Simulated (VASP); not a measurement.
EuS3:

```xyz
4
Lattice="4.3694 0.0000 0.0000 0.0000 4.3694 0.0000 0.0000 0.0000 4.3928" Properties=species:S:1:pos:R:3 pbc="T T T"
Eu    0.0000    0.0000    0.0000
S     0.0000    2.1847    2.1964
S     2.1847    0.0000    2.1964
S     2.1847    2.1847    0.0000
```

| Item | Value |
| --- | --- |
| Program | VASP 6.6.1 |
| Task | relaxation of cell and atoms |
| Functional | PBE |
| Potentials or basis | VASP PAW PBE potentials, release 64 (Eu, S) |
| Cutoff | 600 eV |
| k mesh | 4 × 4 × 4 |
| Occupations | gaussian, width 0.1 eV |
| Spin | collinear spin, ferromagnetic start |
| Starting moments | [7.0, 0.0, 0.0, 0.0] μB |

At the start: pressure -4.2 GPa; volume 20.97 Å³/atom.

Problem. Where does the relaxation end?

Solution. Over 3 steps the energy falls by 21.5 meV/atom and the volume is 19.46 Å³/atom (-7.2 %); space group Pm-3m (No. 221, to 0.05 Å); moment 6.28 μB per cell.

Step by step:
| step | energy change (eV) | largest force (eV/Å) | pressure (GPa) | volume (Å³) |
| --- | --- | --- | --- | --- |
| 1 | 0.0000 | 0.0000 | -4.15 | 83.87 |
| 2 | -0.0856 | 0.0000 | 0.37 | 77.44 |
| 3 | -0.0861 | 0.0000 | 0.07 | 77.83 |

Final structure:
```
CELL_PARAMETERS angstrom
4.26098 0.00000 0.00000
0.00000 4.26098 0.00000
0.00000 0.00000 4.28696
ATOMIC_POSITIONS crystal
Eu 0.00000 0.00000 0.00000
S 0.00000 0.50000 0.50000
S 0.50000 0.00000 0.50000
S 0.50000 0.50000 0.00000
```

Caveat: a cell with one magnetic atom can't hold antiferromagnetic order, which such compounds often take; without U or exact exchange the open f shell lies at the Fermi level, which spoils levels, moments and volumes.
